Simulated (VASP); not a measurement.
# PtSe2 (P-3m1) in VASP: a series of runs, part 2 of 2

VASP 6.6.1. Earlier steps stand in the parts before.

## Step 4: Single point, PBEsol

This run uses another cell than the first one, of 15.83 Å³/atom.

Contents of INCAR:

```
PREC = Accurate
ENCUT = 520
EDIFF = 1E-6
ISMEAR = -1
SIGMA = 0.05
LREAL = False
LASPH = True
NELM = 60
ALGO = Normal
ISIF = 2
LWAVE = False
LCHARG = False
GGA = PS
NBANDS = 18
```

Contents of KPOINTS:

```
regular mesh
0
Gamma
  8 8 5
```

Contents of POSCAR:

```
PtSe2
1.0
    3.6265755484      0.0000000000      0.0000000000
   -1.8132877742      3.1407065536      0.0000000000
    0.0000000000      0.0000000000      4.1703387636
Pt Se
1 2
Direct
    0.0000000000      0.0000000000      0.0000000000
    0.6666666667      0.3333333333      0.7064951613
    0.3333333333      0.6666666667      0.2935048387
```

Potentials or basis: VASP PAW PBE potentials, release 64 (Pt, Se).

The run is started by

```console
> cat potpaw_PBE.64/Pt/POTCAR potpaw_PBE.64/Se/POTCAR > POTCAR
> mpirun -np 1 vasp_std > vasp.out
```

OUTCAR:

```text
PREC = Accurate
   ENCUT = 520
   EDIFF = 1E-6
   ISMEAR = -1
   LREAL = False
   LASPH = True
   NELM = 60
   ISIF = 2
   GGA = PS

 ion  position               nearest neighbor table
   1  0.000  0.000  0.000-   2 2.43   3 2.43   3 2.43   2 2.43   2 2.43   3 2.43
   2  0.667  0.333  0.706-   1 2.43   1 2.43   1 2.43   3 2.71   3 2.71   3 2.71
   3  0.333  0.667  0.294-   1 2.43   1 2.43   1 2.43   2 2.71   2 2.71   2 2.71

  LATTYP: Found a hexagonal cell.
 ALAT       =     3.6265755484
 C/A-ratio  =     1.1499384772

  Lattice vectors:
[... 695 lines left out ...]

  FORCE on cell =-STRESS in cart. coord.  units (eV):
  Direction    XX          YY          ZZ          XY          YZ          ZX
  --------------------------------------------------------------------------------------
  -------------------------------------------------------------------------------------
  Total        9.0006509      9.0006509      8.9847526     -0.0000000     -0.0000000      0.0000000
  in kB      303.5911280    303.5911280    303.0548797     -0.0000000     -0.0000000      0.0000000
  external PRESSURE =     303.4123786 kB  Pullay stress =       0.0000000 kB

 VOLUME and BASIS-vectors are now :
 -----------------------------------------------------------------------------
  energy-cutoff  :      520.00
  volume of cell :       47.50
      direct lattice vectors                 reciprocal lattice vectors
     3.626575548  0.000000000  0.000000000     0.275742222  0.159199846  0.000000000
    -1.813287774  3.140706554  0.000000000     0.000000000  0.318399692  0.000000000
     0.000000000  0.000000000  4.170338764     0.000000000  0.000000000  0.239788673

 POSITION                                       TOTAL-FORCE (eV/Angst)
 -----------------------------------------------------------------------------------
      0.00000      0.00000      0.00000         0.000000      0.000000      0.000000
      1.81329      1.04690      2.94632        -0.000000     -0.000000     -0.027266
     -0.00000      2.09380      1.22401         0.000000      0.000000      0.027266
 -----------------------------------------------------------------------------------
    total drift:                               -0.000000     -0.000000      0.000000

  FREE ENERGIE OF THE ION-ELECTRON SYSTEM (eV)
  ---------------------------------------------------
  free  energy   TOTEN  =       -15.0622811544 eV

  energy  without entropy=      -15.0571601758  energy(sigma->0) =      -15.05972067
```

stdout:

```text
POSCAR found type information on POSCAR PtSe
 POSCAR found :  2 types and       3 ions
 scaLAPACK will be used
 -----------------------------------------------------------------------------
|                                                                             |
|                                                                             |
|     You enforced a specific xc type in the INCAR file but a different       |
|     I HOPE YOU KNOW WHAT YOU ARE DOING!                                     |
|                                                                             |
 -----------------------------------------------------------------------------

 LDA part: xc-table for (Slater+PW92), standard interpolation
 POSCAR, INCAR and KPOINTS ok, starting setup
 FFT: planning ... GRIDC
 FFT: planning ... GRID_SOFT
 FFT: planning ... GRID
 WAVECAR not read
 entering main loop
```

It took 23 s on 1 thread of Intel Xeon 6975P-C (Granite Rapids), shared host; peak memory 0.19 GiB.

Results:

- Free energy: -15.0623 eV
- Pressure: 30.3 GPa
- Largest force: 0.027 eV/Å
- Band gap on the k mesh: zero (bands 11 and 12 overlap by 0.41 eV)

Forces in eV/Å, atoms in the order of the input:
```
Pt   0.000  0.000  0.000
Se   0.000  0.000 -0.027
Se   0.000  0.000  0.027
```

Caveat: the cell stands under pressure; the PAW data sets were made with another functional, which shifts forces and pressure a little; spin-orbit coupling is left out, which moves the levels of the heavy elements.

## Step 5: Single point, PBEsol

This run uses another cell than the first one, of 16.64 Å³/atom.

Contents of INCAR:

```
SYSTEM = PtSe2
ALGO = Normal
EDIFF = 1E-6
ENCUT = 520
GGA = PS
ISIF = 2
ISMEAR = -1
LASPH = .True.
LCHARG = .False.
LREAL = .False.
LWAVE = .False.
NBANDS = 18
NELM = 100
PREC = Accurate
SIGMA = 0.05
```

Contents of KPOINTS:

```
k-points
0
Gamma
  8 8 5
  0 0 0
```

Contents of POSCAR:

```
PtSe2
1.0
    3.6633087925      0.0000000000      0.0000000000
   -1.8316543963      3.1725184762      0.0000000000
    0.0000000000      0.0000000000      4.2951660026
Pt Se
1 2
Direct
    0.0000000000      0.0000000000      0.0000000000
    0.6666666667      0.3333333333      0.7120251433
    0.3333333333      0.6666666667      0.2879748567
```

Potentials or basis: VASP PAW PBE potentials, release 64 (Pt, Se).

The run is started by

```console
> cat potpaw_PBE.64/Pt/POTCAR potpaw_PBE.64/Se/POTCAR > POTCAR
> mpirun -np 1 vasp_std > vasp.out
```

OUTCAR:

```text
SYSTEM = PtSe2
   EDIFF = 1E-6
   ENCUT = 520
   GGA = PS
   ISIF = 2
   ISMEAR = -1
   LASPH = .True.
   LREAL = .False.
   NELM = 100
   PREC = Accurate

 ion  position               nearest neighbor table
   1  0.000  0.000  0.000-   2 2.45   3 2.45   2 2.45   3 2.45   2 2.45   3 2.45
   2  0.667  0.333  0.712-   1 2.45   1 2.45   1 2.45   3 2.79   3 2.79   3 2.79
   3  0.333  0.667  0.288-   1 2.45   1 2.45   1 2.45   2 2.79   2 2.79   2 2.79

  LATTYP: Found a hexagonal cell.
 ALAT       =     3.6633087925
 C/A-ratio  =     1.1724826505

  Lattice vectors:

 A1 = (   3.6633087925,   0.0000000000,   0.0000000000)
 A2 = (  -1.8316543963,   3.1725184762,   0.0000000000)
 A3 = (   0.0000000000,   0.0000000000,   4.2951660026)

Analysis of symmetry for initial positions (statically):
=====================================================================
 Subroutine PRICEL returns:
 Original cell was already a primitive cell.

 Routine SETGRP: Setting up the symmetry group for a
 hexagonal supercell.

 Subroutine GETGRP returns: Found 12 space group operations
 (whereof 12 operations were pure point group operations)
 out of a pool of 24 trial point group operations.

The static configuration has the point symmetry D_3d.

Analysis of symmetry for dynamics (positions and initial velocities):
=====================================================================
 Subroutine PRICEL returns:
 Original cell was already a primitive cell.

 Routine SETGRP: Setting up the symmetry group for a
 hexagonal supercell.

 Subroutine GETGRP returns: Found 12 space group operations
 (whereof 12 operations were pure point group operations)
 out of a pool of 24 trial point group operations.

The dynamic configuration has the point symmetry D_3d.

 Subroutine INISYM returns: Found 12 space group operations
 (whereof 12 operations are pure point group operations),
 and found     1 'primitive' translations

[... 112 lines left out ...]
   EFERMI_NEDOS =   21; number of points for ismear=-14 and -15
   IALGO  =     38    algorithm
   IMIX   =      4    mixing-type and parameters
     AMIX     =   0.40;   BMIX     =  1.00
     AMIX_MAG =   1.60;   BMIX_MAG =  1.00
  volume/ion in A,a.u.               =      16.64       112.29
  Fermi-wavevector in a.u.,A,eV,Ry     =   1.245843  2.354301 21.117926  1.552124
  Thomas-Fermi vector in A             =   2.380047
   LORBIT       =      0    0 simple, 1 ext, 2 COOP (PROOUT), +10 PAW based schemes
   GGA     = PS    functional components
   LHFCALC =     F    Hartree Fock is set to
   AEXX    =    0.0000 exact exchange contribution
   IVDW    =     0    specifies the selected vdW correction
   LEPSILON=     F    determine dielectric tensor
   LRPA    =     F    only Hartree local field effects (RPA)
 non-spin polarized calculation
  energy-cutoff  :      520.00
  volume of cell :       49.92
 maximum number of plane-waves:      1360
 NGX is ok and might be reduce to    28
   NGX = 13   NGY = 13   NGZ = 15

 number of electron      22.0000002 magnetization

 Free energy of the ion-electron system (eV)
  ---------------------------------------------------
  ext. energy  EPLUGINS =         0.00000000
  ---------------------------------------------------
  free energy    TOTEN  =       -15.43882971 eV

  energy without entropy =      -15.43236040  energy(sigma->0) =      -15.43559506

 E-fermi :   8.9930     XC(G=0): -11.9246

 val. band max:        8.9900981314   @ k =   0.0000   0.3750   0.4000
 cond. band min:       9.0086488982   @ k =   0.0000   0.0000   0.2000
 fundamental gap:      0.0185507668
 Fermi energy:         8.9930065779

 k-point     1 :       0.0000    0.0000    0.0000
  band No.  band energies     occupation
      1      -8.2177      2.00000
      2      -3.3197      2.00000
      3       0.7878      2.00000
      4       1.8369      2.00000
      5       1.8369      2.00000
      6       4.7237      2.00000
[... 481 lines left out ...]
      5       2.2559      2.00000
      6       3.7636      2.00000
[... 10 lines left out ...]
     17      17.5941      0.00000
     18      18.9242      0.00000

 [... further k-points ...]

------------------------ aborting loop because EDIFF is reached ----------------------------------------

  FORCE on cell =-STRESS in cart. coord.  units (eV):
  Direction    XX          YY          ZZ          XY          YZ          ZX
  --------------------------------------------------------------------------------------
  -------------------------------------------------------------------------------------
  Total        6.3162089      6.3162089      6.2882032     -0.0000000     -0.0000000     -0.0000000
  in kB      202.7259870    202.7259870    201.8271139     -0.0000000     -0.0000000     -0.0000000
  external PRESSURE =     202.4263627 kB  Pullay stress =       0.0000000 kB

 VOLUME and BASIS-vectors are now :
 -----------------------------------------------------------------------------
  energy-cutoff  :      520.00
  volume of cell :       49.92
      direct lattice vectors                 reciprocal lattice vectors
     3.663308793  0.000000000  0.000000000     0.272977261  0.157603495  0.000000000
    -1.831654396  3.172518476  0.000000000     0.000000000  0.315206990  0.000000000
     0.000000000  0.000000000  4.295166003     0.000000000  0.000000000  0.232819872

 POSITION                                       TOTAL-FORCE (eV/Angst)
 -----------------------------------------------------------------------------------
      0.00000      0.00000      0.00000        -0.000000      0.000000     -0.000000
      1.83165      1.05751      3.05827         0.000000     -0.000000     -0.024182
     -0.00000      2.11501      1.23690        -0.000000      0.000000      0.024182
 -----------------------------------------------------------------------------------
    total drift:                                0.000000     -0.000000      0.000000

  FREE ENERGIE OF THE ION-ELECTRON SYSTEM (eV)
  ---------------------------------------------------
  free  energy   TOTEN  =       -15.4388297133 eV

  energy  without entropy=      -15.4323604029  energy(sigma->0) =      -15.43559506
```

stdout:

```text
POSCAR found type information on POSCAR PtSe
 POSCAR found :  2 types and       3 ions
 scaLAPACK will be used
 -----------------------------------------------------------------------------
|                                                                             |
|                                                                             |
|     You enforced a specific xc type in the INCAR file but a different       |
|     I HOPE YOU KNOW WHAT YOU ARE DOING!                                     |
|                                                                             |
 -----------------------------------------------------------------------------

 LDA part: xc-table for (Slater+PW92), standard interpolation
 POSCAR, INCAR and KPOINTS ok, starting setup
 FFT: planning ... GRIDC
 FFT: planning ... GRID_SOFT
 FFT: planning ... GRID
 WAVECAR not read
 entering main loop
```

Run time: 17 s. Hardware: 1 thread of Intel Xeon 6975P-C (Granite Rapids), shared host; peak memory 0.19 GiB.

Results:

```
Free energy            : -15.4388 eV
Pressure               : 20.2 GPa
Largest force          : 0.024 eV/Å
Band gap on the k mesh : zero (bands 11 and 12 overlap by 0.45 eV)
```

Forces in eV/Å, atoms in the order of the input:
```
Pt   0.000  0.000  0.000
Se   0.000  0.000 -0.024
Se   0.000  0.000  0.024
```

Stress tensor (GPa, compression positive):
```
20.27  0.00  0.00
 0.00 20.27  0.00
 0.00  0.00 20.18
```

Caveat: the cell stands under pressure; the PAW data sets were made with another functional, which shifts forces and pressure a little; spin-orbit coupling is left out, which moves the levels of the heavy elements.

## Step 6: Summary

| level | cell | k mesh | grid for exact exchange (PRECFOCK) | share of exact exchange | gap on the mesh (eV) | pressure (GPa) | largest force (eV/Å) |
| --- | --- | --- | --- | --- | --- | --- | --- |
| r2SCANh | a = 3.721, b = 3.721, c = 5.514 Å, angles 90.0, 90.0, 120.0°, 3 atoms, atomic positions A | 4 × 4 × 3 | Normal | 0.1 | 0.64 | 0.0 | 0.01 |
| r2SCANh | a = 3.724, b = 3.724, c = 5.062 Å, angles 90.0, 90.0, 120.0°, 3 atoms, atomic positions B | 5 × 5 × 3 | Normal | 0.1 | 0.32 | 3.4 | 0.14 |
| PBEsol | a = 3.627, b = 3.627, c = 4.170 Å, angles 90.0, 90.0, 120.0°, 3 atoms, atomic positions C | 8 × 8 × 5 | - | - | none | 30.3 | 0.03 |
| PBEsol | a = 3.663, b = 3.663, c = 4.295 Å, angles 90.0, 90.0, 120.0°, 3 atoms, atomic positions D | 8 × 8 × 5 | - | - | none | 20.2 | 0.02 |

Alike in all rows: task single point; potentials or basis VASP PAW PBE potentials, release 64 (Pt, Se); no spin polarisation; cutoff (eV) 520; smearing fermi-dirac 0.05 eV.

Caveats: some runs use coarse meshes; the PAW data sets were made with another functional, which shifts forces and pressure a little; spin-orbit coupling is left out, which moves the levels of the heavy elements; the cell stands under pressure (at least some runs).

Total energies depend on the potentials used, so only differences within one code and one set of settings carry meaning.

The gap in the log of VASP goes by the Fermi energy; the results here count the filled bands.